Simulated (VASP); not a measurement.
# BeCdS4 (C222) in VASP: further runs

BeCdS4 is run at these levels: PBE; tasks: single point, relaxation of cell and atoms.

Program: VASP 6.6.1. These are calculated values, not measurements. Logs are shortened: lines on timing, memory, paths and dates and some standing lists are left out, and cuts for length are marked.

**1. The cell of the first run**

Symmetry: C222, No. 21, orthorhombic system. The conventional cell has a = 5.042 Å, b = 8.424 Å, c = 6.443 Å, α = 90.00°, β = 90.00°, γ = 90.00°. Within 2.8 Å of Be (site symmetry 222) lie 4 S at 2.11 Å. Within 3.4 Å of Cd (site symmetry 222) lie 4 S at 2.56 Å. S (site symmetry 1) has 1 Be at 2.11 Å and 2 S at 2.12 to 2.89 Å and 1 Cd at 2.56 Å within 2.9 Å.

The cell was built from a structure type or drawn by symmetry, and may not be a known phase.

**2. Single point, PBE**

The input, INCAR:

```
SYSTEM = BeCdS4
  PREC = Accurate
  ENCUT = 520
  EDIFF = 1E-6
  ISMEAR = 0
  SIGMA = 0.02
  LREAL = .False.
  LASPH = .True.
  NELM = 100
  ALGO = Normal
  ISIF = 2
  LWAVE = .False.
  LCHARG = .True.
  GGA = PE
  LELF = .True.
  LVHAR = .True.
  NBANDS = 28
```

The input, KPOINTS:

```
regular mesh
0
Gamma
  6 6 4
  0 0 0
```

The input, POSCAR:

```
BeCdS4
1.0
    2.5209912108     -4.2118716126      0.0000000000
    2.5209912108      4.2118716126      0.0000000000
    0.0000000000      0.0000000000      6.4428080211
Be Cd S
1 1 4
Direct
    0.5000000000      0.5000000000      0.5000000000
    0.0000000000      0.0000000000      0.0000000000
    0.8169140672      0.5569667848      0.7376517868
    0.1830859328      0.4430332152      0.7376517868
    0.4430332152      0.1830859328      0.2623482132
    0.5569667848      0.8169140672      0.2623482132
```

Potentials or basis: VASP PAW PBE potentials, release 64 (Be, Cd, S).

Started as:

```bash
$ cat potpaw_PBE.64/Be/POTCAR potpaw_PBE.64/Cd/POTCAR potpaw_PBE.64/S/POTCAR > POTCAR
$ mpirun -np 1 vasp_std > vasp.out
```

OUTCAR:

```text
SYSTEM = BeCdS4
   PREC = Accurate
   ENCUT = 520
   EDIFF = 1E-6
   ISMEAR = 0
   LREAL = .False.
   LASPH = .True.
   NELM = 100
   ISIF = 2
   GGA = PE

 ion  position               nearest neighbor table
   1  0.500  0.500  0.500-   3 2.11   4 2.11   5 2.11   6 2.11
   2  0.000  0.000  0.000-   3 2.56   4 2.56   5 2.56   6 2.56
   3  0.817  0.557  0.738-   1 2.11   4 2.12   2 2.56
   4  0.183  0.443  0.738-   1 2.11   3 2.12   2 2.56
   5  0.443  0.183  0.262-   1 2.11   6 2.12   2 2.56
   6  0.557  0.817  0.262-   1 2.11   5 2.12   2 2.56

  LATTYP: Found a base centered orthorhombic cell.
 ALAT       =     5.0419824216
 B/A-ratio  =     1.6707204668
 C/A-ratio  =     1.2778323053

  Lattice vectors:

 A1 = (   2.5209912108,  -4.2118716126,   0.0000000000)
 A2 = (   2.5209912108,   4.2118716126,   0.0000000000)
 A3 = (   0.0000000000,   0.0000000000,   6.4428080211)

Analysis of symmetry for initial positions (statically):
=====================================================================
 Subroutine PRICEL returns:
 Original cell was already a primitive cell.

 Routine SETGRP: Setting up the symmetry group for a
 base centered orthorhombic supercell.

 Subroutine GETGRP returns: Found  4 space group operations
 (whereof  4 operations were pure point group operations)
 out of a pool of  8 trial point group operations.

The static configuration has the point symmetry D_2 .

Analysis of symmetry for dynamics (positions and initial velocities):
=====================================================================
 Subroutine PRICEL returns:
 Original cell was already a primitive cell.

 Routine SETGRP: Setting up the symmetry group for a
 base centered orthorhombic supercell.

 Subroutine GETGRP returns: Found  4 space group operations
 (whereof  4 operations were pure point group operations)
 out of a pool of  8 trial point group operations.

The dynamic configuration has the point symmetry D_2 .

 Subroutine INISYM returns: Found  4 space group operations
 (whereof  4 operations are pure point group operations),
 and found     1 'primitive' translations

----------------------------------------------------------------------------------------

                                     Primitive cell

  volume of cell :     136.8206

  direct lattice vectors                    reciprocal lattice vectors
     2.520991211 -4.211871613  0.000000000     0.198334686 -0.118712071  0.000000000
     2.520991211  4.211871613  0.000000000     0.198334686  0.118712071  0.000000000
     0.000000000  0.000000000  6.442808021     0.000000000  0.000000000  0.155211826

  length of vectors
     4.908692205  4.908692205  6.442808021     0.231147579  0.231147579  0.155211826

  position of ions in fractional coordinates (direct lattice)
     0.500000000  0.500000000  0.500000000
     0.000000000  0.000000000  0.000000000
     0.816914067  0.556966785  0.737651787
     0.183085933  0.443033215  0.737651787
     0.443033215  0.183085933  0.262348213
     0.556966785  0.816914067  0.262348213

  ion indices of the primitive-cell ions
   primitive index   ion index
                 1           1
                 2           2
                 3           3
                 4           4
                 5           5
                 6           6

----------------------------------------------------------------------------------------

 KPOINTS: regular mesh

Automatic generation of k-mesh.
 Grid dimensions read from file:
 generate k-points for:    6    6    4

 Generating k-lattice:

  Cartesian coordinates                     Fractional coordinates (reciprocal lattice)
     0.033055781 -0.019785345  0.000000000     0.166666667  0.000000000  0.000000000
     0.033055781  0.019785345  0.000000000     0.000000000  0.166666667  0.000000000
     0.000000000  0.000000000  0.038802957     0.000000000  0.000000000  0.250000000

  Length of vectors
     0.038524597  0.038524597  0.038802957

  Shift w.r.t. Gamma in fractional coordinates (k-lattice)
     0.000000000  0.000000000  0.000000000

 Subroutine IBZKPT returns following result:
 ===========================================

 Found     39 irreducible k-points:

 Following reciprocal coordinates:
            Coordinates               Weight
  0.000000  0.000000  0.000000      1.000000
  0.166667  0.000000  0.000000      4.000000
  0.333333 -0.000000  0.000000      4.000000
  0.500000  0.000000  0.000000      2.000000
  0.166667  0.166667  0.000000      2.000000
  0.333333  0.166667  0.000000      4.000000
[... 16 lines left out ...]
  0.333333  0.333333  0.250000      4.000000
  0.500000  0.333333  0.250000      8.000000
 [... further k-points ...]
   k-points           NKPTS =     39   k-points in BZ     NKDIM =     39   number of bands    NBANDS=     28
   number of dos      NEDOS =    301   number of ions     NIONS =      6
   total plane-waves  NPLWV =  76800
   dimension x,y,z NGX =    40 NGY =   40 NGZ =   48
   dimension x,y,z NGXF=    80 NGYF=   80 NGZF=   96
   ions per type =               1   1   4
   NGX,Y,Z   is equivalent  to a cutoff of  13.55, 13.55, 12.39 a.u.
   NGXF,Y,Z  is equivalent  to a cutoff of  27.09, 27.09, 24.77 a.u.
 SYSTEM =  BeCdS4
   PREC   = accura    normal or accurate (medium, high low for compatibility)
   ISTART =      0    job   : 0-new  1-cont  2-samecut
   ICHARG =      2    charge: 1-file 2-atom 10-const
   ISPIN  =      1    spin polarized calculation?
   LNONCOLLINEAR =      F non collinear calculations
   LSORBIT =      F    spin-orbit coupling
   LASPH  =      T    aspherical Exc in radial PAW
   ENCUT  =  520.0 eV  38.22 Ry    6.18 a.u.   9.13  9.13 11.98*2*pi/ulx,y,z
   NELM   =    100;   NELMIN=  2; NELMDL= -5     # of ELM steps
   EDIFF  = 0.1E-05   stopping-criterion for ELM
   LREAL  =      F    real-space projection
   EDIFFG = 0.1E-04   stopping-criterion for IOM
   NSW    =      0    number of steps for IOM
   IBRION =     -1    ionic relax: 0-MD 1-quasi-New 2-CG
   NFREE  =      0    steps in history (QN), initial steepest desc. (CG)
   ISIF   =      2    stress and relaxation
   ISYM   =      2    0-nonsym 1-usesym 2-fastsym
   POTIM  = 0.5000    time-step for ionic-motion
   TEBEG  =    0.0;   TEEND  =   0.0 temperature during run
   PSTRESS=    0.0 pullay stress
   NELECT =      38.0000    total number of electrons
   NUPDOWN=      -1.0000    fix difference up-down
   EMIN   =  10.00;   EMAX   =-10.00  energy-range for DOS
   EFERMI =   0.00;   METHOD = LEGACY
   ISMEAR =     0;   SIGMA  =   0.02  broadening in eV -4-tet -1-fermi 0-gaus
   EFERMI_NEDOS =   21; number of points for ismear=-14 and -15
   IALGO  =     38    algorithm
   IMIX   =      4    mixing-type and parameters
     AMIX     =   0.40;   BMIX     =  1.00
     AMIX_MAG =   1.60;   BMIX_MAG =  1.00
  volume/ion in A,a.u.               =      22.80       153.89
  Fermi-wavevector in a.u.,A,eV,Ry     =   1.068117  2.018448 15.522531  1.140874
  Thomas-Fermi vector in A             =   2.203755
   LORBIT       =      0    0 simple, 1 ext, 2 COOP (PROOUT), +10 PAW based schemes
   GGA     = PE    functional components
   LHFCALC =     F    Hartree Fock is set to
   AEXX    =    0.0000 exact exchange contribution
   IVDW    =     0    specifies the selected vdW correction
   LEPSILON=     F    determine dielectric tensor
   LRPA    =     F    only Hartree local field effects (RPA)
 non-spin polarized calculation
 Gauss-broadening in eV      SIGMA  =   0.02
  energy-cutoff  :      520.00
  volume of cell :      136.82
 maximum number of plane-waves:      3718
 NGX is ok and might be reduce to    40
   NGX = 19   NGY = 19   NGZ = 23

 number of electron      37.9999995 magnetization

 Free energy of the ion-electron system (eV)
  ---------------------------------------------------
  ext. energy  EPLUGINS =         0.00000000
  ---------------------------------------------------
  free energy    TOTEN  =       -22.58690086 eV

  energy without entropy =      -22.58690086  energy(sigma->0) =      -22.58690086

 E-fermi :   2.3878     XC(G=0):  -8.6383

 val. band max:        2.2402671995   @ k =   0.5000   0.0000   0.5000
 cond. band min:       3.0103752725   @ k =   0.5000   0.5000   0.5000
 fundamental gap:      0.7701080729
 Fermi energy:         2.3877643765

 k-point     1 :       0.0000    0.0000    0.0000
  band No.  band energies     occupation
      1     -12.6149      2.00000
      2     -12.1901      2.00000
      3      -8.3132      2.00000
      4      -8.0951      2.00000
      5      -5.9704      2.00000
      6      -5.9094      2.00000
[... 20 lines left out ...]
     27       8.9909      0.00000
     28       9.5679      0.00000

 k-point     2 :       0.1667    0.0000    0.0000
  band No.  band energies     occupation
      1     -12.5406      2.00000
      2     -12.1532      2.00000
      3      -8.5933      2.00000
      4      -8.2053      2.00000
      5      -5.9642      2.00000
      6      -5.9010      2.00000
[... 20 lines left out ...]
     27       9.1466      0.00000
     28       9.4188      0.00000

 k-point     3 :       0.3333   -0.0000    0.0000
  band No.  band energies     occupation
      1     -12.3924      2.00000
      2     -12.0440      2.00000
      3      -9.2228      2.00000
      4      -8.2804      2.00000
      5      -5.9465      2.00000
      6      -5.9050      2.00000
[... 20 lines left out ...]
     27       9.1319      0.00000
     28       9.5953      0.00000

 k-point     4 :       0.5000    0.0000    0.0000
  band No.  band energies     occupation
      1     -12.3261      2.00000
      2     -11.9551      2.00000
      3      -9.5350      2.00000
      4      -8.3115      2.00000
      5      -5.9588      2.00000
      6      -5.8736      2.00000
[... 578 lines left out ...]
     27       9.2415      0.00000
     28       9.3705      0.00000

 k-point    23 :       0.3333    0.3333    0.2500
  band No.  band energies     occupation
      1     -12.0365      2.00000
      2     -12.0267      2.00000
      3      -9.4702      2.00000
      4      -9.1342      2.00000
      5      -5.9569      2.00000
      6      -5.9039      2.00000
[... 20 lines left out ...]
     27       9.4433      0.00000
     28       9.7788      0.00000

 k-point    24 :       0.5000    0.3333    0.2500
  band No.  band energies     occupation
      1     -12.0520      2.00000
      2     -11.8862      2.00000
      3      -9.7182      2.00000
      4      -9.2065      2.00000
      5      -6.0018      2.00000
      6      -5.8786      2.00000
[... 20 lines left out ...]
     27       9.3716      0.00000
     28       9.8101      0.00000

 [... further k-points ...]
[... 5 lines left out ...]
  --------------------------------------------------------------------------------------
  -------------------------------------------------------------------------------------
  Total        0.1035020     -0.2471417      0.1294607      0.0000000      0.0000000      0.0000000
  in kB        1.2120137     -2.8940435      1.5159921      0.0000000      0.0000000      0.0000000
  external PRESSURE =      -0.0553459 kB  Pullay stress =       0.0000000 kB

 VOLUME and BASIS-vectors are now :
 -----------------------------------------------------------------------------
  energy-cutoff  :      520.00
  volume of cell :      136.82
      direct lattice vectors                 reciprocal lattice vectors
     2.520991211 -4.211871613  0.000000000     0.198334686 -0.118712071  0.000000000
     2.520991211  4.211871613  0.000000000     0.198334686  0.118712071  0.000000000
     0.000000000  0.000000000  6.442808021     0.000000000  0.000000000  0.155211826

 POSITION                                       TOTAL-FORCE (eV/Angst)
 -----------------------------------------------------------------------------------
      2.52099      0.00000      3.22140         0.000000      0.000000      0.000000
      0.00000      0.00000      0.00000         0.000000      0.000000      0.000000
      3.46354     -1.09486      4.75255         0.008668     -0.111787     -0.017449
      1.57844      1.09486      4.75255        -0.008668      0.111787     -0.017449
      1.57844     -1.09486      1.69026        -0.008668     -0.111787      0.017449
      3.46354      1.09486      1.69026         0.008668      0.111787      0.017449
 -----------------------------------------------------------------------------------
    total drift:                                0.000000     -0.000000      0.000000

  FREE ENERGIE OF THE ION-ELECTRON SYSTEM (eV)
  ---------------------------------------------------
  free  energy   TOTEN  =       -22.5869008602 eV

  energy  without entropy=      -22.5869008602  energy(sigma->0) =      -22.58690086
```

Run time: 71 s. Hardware: 1 thread of Intel Xeon 6975P-C (Granite Rapids), shared host; peak memory 0.33 GiB.

What came out:

- Free energy: -22.5869 eV
- Pressure: 0.0 GPa
- Largest force: 0.113 eV/Å
- Band gap on the k mesh: 0.77 eV (least direct gap 0.96 eV)

Forces on the atoms (eV/Å):
```
Be   0.000  0.000  0.000
Cd   0.000  0.000  0.000
S    0.009 -0.112 -0.017
S   -0.009  0.112 -0.017
S   -0.009 -0.112  0.017
S    0.009  0.112  0.017
```

Stress tensor (GPa, compression positive):
```
 0.12  0.00  0.00
 0.00 -0.29  0.00
 0.00  0.00  0.15
```

A k mesh can miss the band edges.

(Part 1 of 2 ends here.)
